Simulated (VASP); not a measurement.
Input of a VASP 6.6.1 run:

INCAR

```
SYSTEM = SiC
  PREC = Accurate
  ENCUT = 600
  EDIFF = 1E-6
  ISMEAR = 0
  SIGMA = 0.1
  LREAL = .False.
  LASPH = .True.
  NELM = 120
  ALGO = Normal
  ISIF = 2
  LWAVE = .False.
  LCHARG = .True.
  GGA = PS
  LELF = .True.
  LVHAR = .True.
  NBANDS = 11
  GGA_COMPAT = .False.
```

File KPOINTS:

```
Automatic mesh
0
Gamma
  16 16 16
  0 0 0
```

File POSCAR:

```
SiC
1.0
    0.0000000000      1.9542450567      1.9542450567
    1.9542450567      0.0000000000      1.9542450567
    1.9542450567      1.9542450567      0.0000000000
C Si
1 1
Direct
    0.0000000000      0.0000000000      0.0000000000
    0.5000000000      0.5000000000      0.5000000000
```

Potentials or basis: VASP PAW PBE potentials, release 64 (C, Si).

The run is started by

```bash
$ cat potpaw_PBE.64/C/POTCAR potpaw_PBE.64/Si/POTCAR > POTCAR
$ mpirun -np 1 vasp_std > vasp.out
```

Problem. Predict the pressure.

Solution. 30.5 GPa.

Problem. Predict the band gap on the k mesh.

Solution. Zero (band 4 reaches 14.10 eV, above the bottom of band 5 at 13.86 eV).

Caveat: the PAW data sets were made with another functional, which shifts forces and pressure a little.
